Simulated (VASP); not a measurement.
The system is Mg.

```
Mg
1.0
     3.05030    0.00000    0.00000
    -1.52515    2.64164    0.00000
     0.00000    0.00000    3.04484
Mg
1
Direct
  0.00000 0.00000 0.00000
```

This isn't the form of Mg at room conditions, which is hcp.

- Program: VASP 6.6.1
- Task: relaxation of cell and atoms
- Functional: PBE
- Potentials or basis: VASP PAW PBE potentials, release 64 (Mg)
- Cutoff: 600 eV
- k mesh: 10 × 10 × 9
- Occupations: fermi-dirac, width 0.05 eV
- Spin: no spin polarisation

At the start: pressure 1.1 GPa; volume 24.53 Å³/atom.

Problem. Where does the relaxation end?

Solution. Over 6 steps the energy falls by 3.4 meV/atom and the volume is 25.41 Å³/atom (+3.6 %); space group P6/mmm (No. 191, to 0.1 Å) before and after.

The path:
```tsv
step	energy change (eV)	largest force (eV/Å)	pressure (GPa)	volume (Å³)
1	0.0000	0.0000	1.13	24.53
2	-0.0032	0.0000	0.29	25.15
3	-0.0033	0.0000	0.06	25.34
4	-0.0033	0.0000	0.08	25.32
5	-0.0034	0.0000	0.03	25.38
6	-0.0034	0.0000	0.00	25.41
```

Final structure:
```
Mg
1.0
     3.09370    0.00000    0.00000
    -1.54685    2.67923    0.00000
     0.00000    0.00000    3.06542
Mg
1
Direct
  0.00000 0.00000 0.00000
```
